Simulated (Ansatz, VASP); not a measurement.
Mg: VASP beside Ansatz

```
Mg
1.0
     3.20927    0.00000    0.00000
    -1.60464    2.77931    0.00000
     0.00000    0.00000    4.79350
Mg
2
Cartesian
  0.0000 1.8529 1.1984
  1.6046 0.9264 3.5951
```

Change from the starting cell: strain +0.000 along x and y, -0.080 along z, atoms carried along.

Alike in both runs: task single point; functional LDA; k mesh 18 × 18 × 10; occupations gaussian, width 0.15 eV; no spin polarisation.

|  | VASP | Ansatz |
| --- | --- | --- |
| version | VASP 6.6.1 | Ansatz 0.2.0 |
| potentials or method | VASP PAW LDA potentials, release 64 (Mg), cutoff 520 eV | scalar-relativistic, plane waves, PAW |
| valence electrons in the cell | 4 | 20 |

|  | VASP | Ansatz | Ansatz less VASP |
| --- | --- | --- | --- |
| gap on the k mesh at the Fermi level (eV) | none | none | - |
| pressure (GPa) | 0.4 | 0.7 | +0.32 |
| traceless stress, the component that is largest in VASP (GPa) | 3.14 | 3.12 | -0.019 |

LDA's correlation is that of Perdew and Zunger in VASP and of Perdew and Wang (1992) in Ansatz. A gap of «none» marks a metal or a gap that the smearing closes. VASP's potentials hold 4 valence electrons a cell and Ansatz's 20, so a difference there can come from the potentials and not from the codes.
